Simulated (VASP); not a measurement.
# MgSn6N (R-3) in VASP: further runs, part 2 of 2

VASP 6.6.1. The steps go on from the part before.

### 3 Single point, PBE

This run uses another cell than the first one, of 25.00 Å³/atom.

Contents of INCAR:

```
SYSTEM = MgSn6N
PREC = Accurate ; ENCUT = 520
EDIFF = 1E-6 ; ISMEAR = 0
SIGMA = 0.2 ; LREAL = .False.
LASPH = .True. ; NELM = 60
ALGO = Normal ; ISIF = 2
LWAVE = .False. ; LCHARG = .False.
GGA = PE ; NBANDS = 56
```

Contents of KPOINTS:

```
Automatic mesh
0
Gamma
  3 3 3
  0 0 0
```

Contents of POSCAR:

```
MgSn6N
1.0
    3.3275406743      1.9211565024      5.2150345459
   -3.3275406743      1.9211565024      5.2150345459
    0.0000000000     -3.8423130097      5.2150345441
Mg Sn N
1 6 1
Direct
    0.0000000000      0.0000000000      0.0000000000
    0.0702560593      0.7093038055      0.4988735458
    0.9297439407      0.2906961945      0.5011264542
    0.7093038055      0.4988735458      0.0702560593
    0.2906961945      0.5011264542      0.9297439407
    0.4988735458      0.0702560593      0.7093038055
    0.5011264542      0.9297439407      0.2906961945
    0.5000000000      0.5000000000      0.5000000000
```

Potentials or basis: VASP PAW PBE potentials, release 64 (Mg, Sn_d, N).

On the command line:

```console
cat potpaw_PBE.64/Mg/POTCAR potpaw_PBE.64/Sn_d/POTCAR potpaw_PBE.64/N/POTCAR > POTCAR
mpirun -np 1 vasp_std > vasp.out
```

OUTCAR:

```text
SYSTEM = MgSn6N
   PREC = Accurate
   ENCUT = 520
   EDIFF = 1E-6
   ISMEAR = 0
   LREAL = .False.
   LASPH = .True.
   NELM = 60
   ISIF = 2
   GGA = PE

 ion  position               nearest neighbor table
   1  0.000  0.000  0.000-   6 3.00   7 3.00   2 3.00   3 3.00   4 3.00   5 3.00
   2  0.070  0.709  0.499-   8 2.46   1 3.00   7 3.17   5 3.17   3 3.23   4 3.33   6 3.33   3 3.44
                             4 3.75   6 3.75
   3  0.930  0.291  0.501-   8 2.46   1 3.00   6 3.17   4 3.17   2 3.23   5 3.33   7 3.33   2 3.44
                             5 3.75   7 3.75
   4  0.709  0.499  0.070-   8 2.46   1 3.00   3 3.17   7 3.17   5 3.23   2 3.33   6 3.33   5 3.44
                             6 3.75   2 3.75
   5  0.291  0.501  0.930-   8 2.46   1 3.00   2 3.17   6 3.17   4 3.23   3 3.33   7 3.33   4 3.44
                             7 3.75   3 3.75
   6  0.499  0.070  0.709-   8 2.46   1 3.00   3 3.17   5 3.17   7 3.23   4 3.33   2 3.33   7 3.44
                             4 3.75   2 3.75
   7  0.501  0.930  0.291-   8 2.46   1 3.00   2 3.17   4 3.17   6 3.23   5 3.33   3 3.33   6 3.44
                             5 3.75   3 3.75
   8  0.500  0.500  0.500-   4 2.46   5 2.46   6 2.46   7 2.46   2 2.46   3 2.46

  LATTYP: Found a trigonal (rhomboedric) cell.
 ALAT       =     6.4776503889
 COS(alpha) =     0.4722336068

  Lattice vectors:

 A1 = (   3.3275406743,   1.9211565024,   5.2150345459)
 A2 = (  -3.3275406743,   1.9211565024,   5.2150345459)
 A3 = (   0.0000000000,  -3.8423130097,   5.2150345441)

Analysis of symmetry for initial positions (statically):
=====================================================================
 Subroutine PRICEL returns:
 Original cell was already a primitive cell.

 Routine SETGRP: Setting up the symmetry group for a
 trigonal (rhombohedral) supercell.

 Subroutine GETGRP returns: Found  6 space group operations
 (whereof  6 operations were pure point group operations)
 out of a pool of 12 trial point group operations.

The static configuration has the point symmetry S_6 .

Analysis of symmetry for dynamics (positions and initial velocities):
[... 132 lines left out ...]
   IVDW    =     0    specifies the selected vdW correction
   LEPSILON=     F    determine dielectric tensor
   LRPA    =     F    only Hartree local field effects (RPA)
 non-spin polarized calculation
 Gauss-broadening in eV      SIGMA  =   0.20
  energy-cutoff  :      520.00
  volume of cell :      200.03
 maximum number of plane-waves:      5411
   NGX = 25   NGY = 25   NGZ = 25

 number of electron      91.0000016 magnetization

 Free energy of the ion-electron system (eV)
  ---------------------------------------------------
  ext. energy  EPLUGINS =         0.00000000
  ---------------------------------------------------
  free energy    TOTEN  =       -31.04632068 eV

  energy without entropy =      -31.01463808  energy(sigma->0) =      -31.03047938

 E-fermi :   6.8580     XC(G=0):  -9.9878

 val. band max:        6.8275684605   @ k =   0.0000   0.0000   0.0000
 cond. band min:       7.0871466190   @ k =   0.3333   0.0000   0.0000
 fundamental gap:      0.2595781586
 Fermi energy:         6.8580126819

 k-point     1 :       0.0000    0.0000    0.0000
  band No.  band energies     occupation
      1     -14.6650      2.00000
      2     -14.6333      2.00000
      3     -14.6333      2.00000
      4     -14.6330      2.00000
      5     -14.6088      2.00000
      6     -14.6088      2.00000
[... 343 lines left out ...]
     55      10.5548      0.00000
     56      11.0315      0.00000

------------------------ aborting loop because EDIFF is reached ----------------------------------------

  FORCE on cell =-STRESS in cart. coord.  units (eV):
  Direction    XX          YY          ZZ          XY          YZ          ZX
  --------------------------------------------------------------------------------------
  -------------------------------------------------------------------------------------
  Total       -0.2094425     -0.2094425     -0.5064920     -0.0000002      0.0000000      0.0000000
  in kB       -1.6775706     -1.6775706     -4.0568469     -0.0000014      0.0000000      0.0000000
  external PRESSURE =      -2.4706627 kB  Pullay stress =       0.0000000 kB

 VOLUME and BASIS-vectors are now :
 -----------------------------------------------------------------------------
  energy-cutoff  :      520.00
  volume of cell :      200.03
      direct lattice vectors                 reciprocal lattice vectors
     3.327540674  1.921156502  5.215034546     0.150261123  0.086753300  0.063917761
    -3.327540674  1.921156502  5.215034546    -0.150261123  0.086753300  0.063917761
     0.000000000 -3.842313010  5.215034544     0.000000000 -0.173506600  0.063917761

 POSITION                                       TOTAL-FORCE (eV/Angst)
 -----------------------------------------------------------------------------------
      0.00000      0.00000      0.00000         0.000000     -0.000000      0.000000
     -2.12646     -0.41917      6.66707        -0.025667     -0.043996      0.053042
      2.12646      0.41917      8.97803         0.025667      0.043996     -0.053042
      0.70022      2.05115      6.66707        -0.025268      0.044226      0.053042
     -0.70022     -2.05115      8.97803         0.025268     -0.044226     -0.053042
      1.42624     -1.63198      6.66707         0.050935     -0.000230      0.053042
     -1.42624      1.63198      8.97803        -0.050935      0.000230     -0.053042
      0.00000     -0.00000      7.82255         0.000000     -0.000000      0.000000
 -----------------------------------------------------------------------------------
    total drift:                                0.000000     -0.000000      0.000000

  FREE ENERGIE OF THE ION-ELECTRON SYSTEM (eV)
  ---------------------------------------------------
  free  energy   TOTEN  =       -31.0463206797 eV

  energy  without entropy=      -31.0146380822  energy(sigma->0) =      -31.03047938
```

OSZICAR:

```text
N       E                     dE             d eps       ncg     rms          rms(c)
DAV:   1     0.105055269450E+04    0.10506E+04   -0.43644E+04   704   0.242E+03
DAV:   2     0.148518770118E+03   -0.90203E+03   -0.88094E+03   672   0.672E+02
DAV:   3    -0.187010474642E+02   -0.16722E+03   -0.16165E+03   736   0.227E+02
DAV:   4    -0.331492666939E+02   -0.14448E+02   -0.14091E+02   800   0.643E+01
DAV:   5    -0.336189098884E+02   -0.46964E+00   -0.46919E+00   752   0.123E+01    0.970E+00
DAV:   6    -0.316723651236E+02    0.19465E+01   -0.14494E+01   968   0.180E+01    0.738E+00
DAV:   7    -0.310191785469E+02    0.65319E+00   -0.53277E+00   696   0.731E+00    0.280E+00
DAV:   8    -0.310636757706E+02   -0.44497E-01   -0.11254E+00   872   0.324E+00    0.101E+00
DAV:   9    -0.310460850637E+02    0.17591E-01   -0.71186E-02   824   0.140E+00    0.378E-01
DAV:  10    -0.310464561727E+02   -0.37111E-03   -0.19821E-02   768   0.680E-01    0.200E-01
DAV:  11    -0.310462554918E+02    0.20068E-03   -0.44947E-03   776   0.314E-01    0.105E-01
DAV:  12    -0.310463323263E+02   -0.76835E-04   -0.16709E-03   864   0.131E-01    0.337E-02
DAV:  13    -0.310463223659E+02    0.99604E-05   -0.11157E-04   680   0.496E-02    0.154E-02
DAV:  14    -0.310463230198E+02   -0.65393E-06   -0.26390E-05   712   0.164E-02    0.105E-02
DAV:  15    -0.310463208400E+02    0.21798E-05   -0.89322E-06   704   0.109E-02    0.294E-03
DAV:  16    -0.310463206797E+02    0.16029E-06   -0.22771E-06   552   0.512E-03
   1 F= -.31046321E+02 E0= -.31030479E+02  d E =-.316826E-01
```

stdout:

```text
POSCAR found type information on POSCAR MgSnN
 POSCAR found :  3 types and       8 ions
 scaLAPACK will be used
 LDA part: xc-table for (Slater+PW92), standard interpolation
 POSCAR, INCAR and KPOINTS ok, starting setup
 FFT: planning ... GRIDC
 FFT: planning ... GRID_SOFT
 FFT: planning ... GRID
 WAVECAR not read
 entering main loop
```

Run time: 2 min. Hardware: 1 thread of Oxide Virtual Turin-like, shared host; peak memory 0.3 GiB.

What came out:

| Quantity | Value |
| --- | --- |
| Free energy | -31.0463 eV |
| Pressure | -0.2 GPa |
| Largest force | 0.074 eV/Å |
| Band gap on the k mesh | zero (an odd number of electrons rules out a gap without spin polarisation) |

Forces in eV/Å, atoms in the order of the input:
```
Mg   0.000  0.000  0.000
Sn  -0.026 -0.044  0.053
Sn   0.026  0.044 -0.053
Sn  -0.025  0.044  0.053
Sn   0.025 -0.044 -0.053
Sn   0.051  0.000  0.053
Sn  -0.051  0.000 -0.053
N    0.000  0.000  0.000
```

Stress tensor (GPa, compression positive):
```
-0.17  0.00  0.00
 0.00 -0.17  0.00
 0.00  0.00 -0.41
```

Levels at points of the mesh, in eV from the Fermi level:
| k point | band 41 | band 42 | band 43 | band 44 | band 45 | band 46 | band 47 | band 48 | band 49 | band 50 |
| --- | --- | --- | --- | --- | --- | --- | --- | --- | --- | --- |
| (0.00, 0.00, 0.00) | -3.17 | -2.53 | -2.53 | -1.61 | -1.43 | -0.03 | -0.03 | 0.64 | 2.32 | 2.90 |

Caveat: the k points lie up to 0.39 Å⁻¹ apart, too coarse for converged energies and pressures of a metal; spin-orbit coupling is left out, which moves the levels of the heavy elements.

### 4 Relaxation of cell and atoms, PBE

This run uses another cell than the first one, of 23.26 Å³/atom.

Contents of INCAR:

```
ALGO = Normal
EDIFF = 1E-6
EDIFFG = -0.08
ENCUT = 600
GGA = PE
IBRION = 2
ISIF = 3
ISMEAR = 0
LASPH = True
LCHARG = False
LREAL = False
LWAVE = False
NELM = 80
NSW = 36
PREC = Accurate
SIGMA = 0.2
```

Contents of KPOINTS:

```
k-points
0
Gamma
  3 3 3
```

Contents of POSCAR:

```
MgSn6N
1.0
    3.1350000000      1.8099930900      5.4666666700
   -3.1350000000      1.8099930900      5.4666666700
    0.0000000000     -3.6199861900      5.4666666700
Mg Sn N
1 6 1
Direct
    0.0000000000      0.0000000000      0.0000000000
    0.1220000000      0.7380000000      0.4310000000
    0.8780000000      0.2620000000      0.5690000000
    0.7380000000      0.4310000000      0.1220000000
    0.2620000000      0.5690000000      0.8780000000
    0.4310000000      0.1220000000      0.7380000000
    0.5690000000      0.8780000000      0.2620000000
    0.5000000000      0.5000000000      0.5000000000
```

On the command line:

```console
cat potpaw_PBE.64/Mg/POTCAR potpaw_PBE.64/Sn_d/POTCAR potpaw_PBE.64/N/POTCAR > POTCAR
mpirun -np 1 vasp_std > vasp.out
```

Wall time 34 min (1 thread of Oxide Virtual Turin-like, shared host); peak memory 0.42 GiB.

Results (log left out):

```yaml
Free_energy: -31.0454 eV
Relaxed_volume: 24.78 Å³/atom
Relaxed_cell: a = 6.440 Å, b = 6.440 Å, c = 6.440 Å, α = 62.22°, β = 62.22°, γ = 62.22°
Space_group_after_relaxing_to_0.1_Å: R-3 (No. 148)
Energy_gained_by_relaxing: 319.5 meV/atom
Ionic_steps: 14
Pressure_after_relaxing: 0.2 GPa
Largest_force_after_relaxing: 0.069 eV/Å
Band_gap_on_the_k_mesh: zero (an odd number of electrons rules out a gap without spin polarisation)
```

Forces on the atoms (eV/Å):
```
Mg   0.000  0.000  0.000
Sn   0.037  0.052  0.027
Sn  -0.037 -0.052 -0.027
Sn   0.027 -0.058  0.027
Sn  -0.027  0.058 -0.027
Sn  -0.064  0.006  0.027
Sn   0.064 -0.006 -0.027
N    0.000  0.000  0.000
```

The path:
| step | energy change (eV) | largest force (eV/Å) | pressure (GPa) | volume (Å³) |
| --- | --- | --- | --- | --- |
| 1 | 0.0000 | 1.6362 | 11.79 | 186.12 |
| 2 | -1.1003 | 0.7046 | -3.44 | 236.11 |
| 3 | -1.3026 | 0.6372 | -0.43 | 219.25 |
| 4 | -1.4299 | 0.6038 | -0.56 | 218.76 |
| 5 | -1.7659 | 0.5167 | -0.68 | 217.18 |
| 6 | -1.9229 | 0.9722 | 0.12 | 213.54 |
| 7 | -1.9658 | 0.7242 | -0.30 | 214.81 |
| 8 | -2.1043 | 0.6812 | -0.59 | 212.86 |
| 9 | -2.3333 | 0.5477 | -0.99 | 207.05 |
| 10 | -2.4623 | 0.4135 | 0.42 | 199.29 |
| 11 | -2.4814 | 0.3472 | 1.42 | 194.85 |
| 12 | -2.5442 | 0.1877 | -0.36 | 199.73 |
| 13 | -2.5445 | 0.1853 | -0.28 | 199.40 |
| 14 | -2.5560 | 0.0694 | 0.16 | 198.20 |

Final structure:
```xyz
8
Lattice="3.3274 1.9211 5.1678 -3.3274 1.9211 5.1678 0.0000 -3.8422 5.1678" Properties=species:S:1:pos:R:3 pbc="T T T"
Mg   -3.3274    1.9211    5.1678
Sn   -2.1369   -0.4404    6.6127
Sn    2.1369    0.4404    8.8907
Sn    0.6871    2.0707    6.6127
Sn   -0.6871   -2.0707    8.8907
Sn    1.4498   -1.6304    6.6127
Sn   -1.4498    1.6304    8.8907
N     0.0000    0.0000    7.7517
```

Levels at points of the mesh, in eV from the Fermi level:
```tsv
k point	band 41	band 42	band 43	band 44	band 45	band 46	band 47	band 48	band 49	band 50
(0.00, 0.00, 0.00)	-3.14	-2.56	-2.56	-1.61	-1.41	-0.04	-0.04	0.62	2.38	2.92
```

Caveat: the k points lie up to 0.39 Å⁻¹ apart in the final cell, too coarse for converged energies and pressures of a metal; spin-orbit coupling is left out, which moves the levels of the heavy elements; the relaxation stopped at a loose force limit of 0.08 eV/Å, so its end isn't a converged minimum.

### 5 Summary

```csv
task,cell,k mesh,cutoff (eV),smearing,gap on the mesh (eV),pressure (GPa),largest force (eV/Å)
single point,"a = 6.353 Å, angles 64.9°, 8 atoms, atomic positions A",6 × 6 × 6,520,gaussian 0.1 eV,none,-0.1,0.01
single point,"a = 6.478 Å, angles 61.8°, 8 atoms, atomic positions B",3 × 3 × 3,520,gaussian 0.2 eV,none,-0.2,0.07
relaxation of cell and atoms,"relaxed from a = 6.557 Å, angles 57.1°, 8 atoms, atomic positions C",3 × 3 × 3,600,gaussian 0.2 eV,none,0.2,0.07
```

Alike in all rows: level PBE; potentials or basis VASP PAW PBE potentials, release 64 (Mg, Sn_d, N); no spin polarisation.

Caveats: some runs use coarse meshes; spin-orbit coupling is left out, which moves the levels of the heavy elements; the relaxation stopped at a loose force limit of 0.08 eV/Å, so its end isn't a converged minimum (at least some runs).

Absolute energies hang on the potentials; compare differences alone.

The gap in the log of VASP goes by the Fermi energy; the results here count the filled bands.